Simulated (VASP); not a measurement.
Set up this calculation in VASP 6.6.1, as the native input.

```
Task                   : relaxation of cell and atoms
Functional             : PBE
Potentials or basis    : VASP PAW PBE potentials, release 64 (Ho_3, Sb, Te), 4f in core
Cutoff                 : 500 eV
k mesh                 : 4 × 4 × 2
Occupations            : gaussian, width 0.1 eV
Spin                   : no spin polarisation
Dipole correction      : no
Further INCAR settings : ALGO = Normal; EDIFF = 1e-07; IBRION = 2; EDIFFG = -0.04; NSW = 90; ISIF = 3
```

The structure of HoSbTe3 lies in POSCAR:

```
HoSbTe3
1.0
    4.3993351900      0.0000000000      0.0000000000
    0.0000000000      4.3993351900      0.0000000000
    0.0000000000      0.0000000000      7.9499230700
Ho Sb Te
1 1 3
Direct
    0.0000000000      0.0000000000      0.5000000000
    0.0000000000      0.0000000000      0.0000000000
    0.5000000000      0.5000000000      0.1994643400
    0.5000000000      0.5000000000      0.8005356600
    0.5000000000      0.5000000000      0.5000000000
```

The cell was generated, and may not be a known phase.

These files were run (other wordings do the same):

INCAR

```
SYSTEM = HoSbTe3
PREC = Accurate ; ENCUT = 500
EDIFF = 1E-7 ; ISMEAR = 0
SIGMA = 0.1 ; LREAL = .FALSE.
LASPH = .TRUE. ; NELM = 200
ALGO = Normal ; ISIF = 3
LWAVE = .FALSE. ; LCHARG = .FALSE.
GGA = PE ; IBRION = 2
NSW = 90 ; EDIFFG = -0.04
GGA_COMPAT = .FALSE. ; NELMIN = 4
LMAXMIX = 6
```

KPOINTS

```
regular mesh
0
G
  4 4 2
  0 0 0
```

Potentials or basis: VASP PAW PBE potentials, release 64 (Ho_3, Sb, Te), 4f in core.

Command:

```console
$ cat potpaw_PBE.64/Ho_3/POTCAR potpaw_PBE.64/Sb/POTCAR potpaw_PBE.64/Te/POTCAR > POTCAR
$ mpirun -np 1 vasp_std > vasp.out
```

Results of the run:

- Relaxed volume: 35.43 Å³/atom
- Relaxed cell: a = 4.191 Å, b = 4.191 Å, c = 10.084 Å, α = 90.00°, β = 90.00°, γ = 90.00°
- Space group after relaxing (to 0.1 Å): P4/mmm (No. 123)
- Energy gained by relaxing: 803.7 meV/atom
- Ionic steps: 19
- Pressure after relaxing: 0.0 GPa
- Largest force after relaxing: 0.037 eV/Å
- Band gap on the k mesh: zero (bands 16 and 17 overlap by 1.01 eV)

Caveat: the k points lie up to 0.37 Å⁻¹ apart in the final cell, too coarse for converged energies and pressures of a metal; the volume moved by over 15 % at a fixed basis, so the end points are rough; spin-orbit coupling is left out, which moves the levels of the heavy elements; this functional lacks dispersion, which binds layers or chains, so the pressure and a relaxed spacing across them are unreliable; the 4f electrons are frozen in the core, so they carry no moment and show no levels.

Run time: 14 min on 1 thread of Intel(R) Xeon(R) Platinum 8375C CPU @ 2.90GHz (Ice Lake) (shared host), peak memory 0.27 GiB.
